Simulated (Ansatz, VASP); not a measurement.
**Two plane-wave programs on Ru**

The input INCAR:

```
ALGO = Normal
EDIFF = 1E-8
ENCUT = 520
GGA = PS
ISIF = 2
ISMEAR = -1
LASPH = True
LCHARG = False
LEFG = True
LREAL = False
LWAVE = False
NBANDS = 21
NELM = 80
PREC = Accurate
SIGMA = 0.03
```

The input KPOINTS:

```
k-points
0
Gamma
  14 14 8
```

File POSCAR:

```
Ru
1.0
    2.6246253542      0.0000000000      0.0000000000
   -1.3123126771      2.2729922322      0.0000000000
    0.0000000000      0.0000000000      4.2819000000
Ru
2
Direct
    0.3333333333      0.6666666667      0.2500000000
    0.6666666667      0.3333333333      0.7500000000
```

Input for Ansatz:

```yaml
crystal:
  lattice:
    - [2.6246253542, 0.0, 0.0]
    - [-1.3123126771, 2.2729922322, 0.0]
    - [0.0, 0.0, 4.2819]
  atoms:
    - { symbol: Ru, position: [0.3333333333, 0.6666666667, 0.25] }
    - { symbol: Ru, position: [0.6666666667, 0.3333333333, 0.75] }
kpoints:
  mp_grid: { grid: [14, 14, 8] }
scf:
  occupations: { method: fermi_dirac, width: 0.03 }
hamiltonian:
  xc: pbesol
  pseudopotentials: { kind: paw }
output:
  forces: true
  stress: true
  eigenvalues: true
  efg: { contact_densities: true }
```

Change from the starting cell: equal xx and yy strain of -3 %, PAW files.

Alike in both runs: task electric field gradients; functional PBEsol; k mesh 14 × 14 × 8; occupations fermi-dirac, width 0.03 eV; no spin polarisation.

|  | VASP | Ansatz |
| --- | --- | --- |
| version | VASP 6.6.1 | Ansatz 0.2.0 |
| potentials or method | VASP PAW PBE potentials, release 64 (Ru_pv) | PAW with Ansatz's default frozen-core files, scalar-relativistic |
| plane-wave cutoff (eV) | 520 | 420 |
| valence electrons in the cell | 28 | 32 |

Ansatz gave:

| Item | Value |
| --- | --- |
| pressure (GPa) | 16.2 |
| traceless stress, the component that is largest in VASP (GPa) | -12.54 |
| size of Vzz on the site where it differs most (V/Å²) | 0.6 |

Problem. What did VASP give for the same quantities?

Solution. Pressure (GPa): 16.2; traceless stress, the component that is largest in VASP (GPa): -12.52; size of Vzz on the site where it differs most (V/Å²): 2.3.

VASP's potentials were made for PBE, not for PBEsol. VASP's potentials hold 28 valence electrons a cell and Ansatz's 32, so a difference there can come from the potentials and not from the codes.
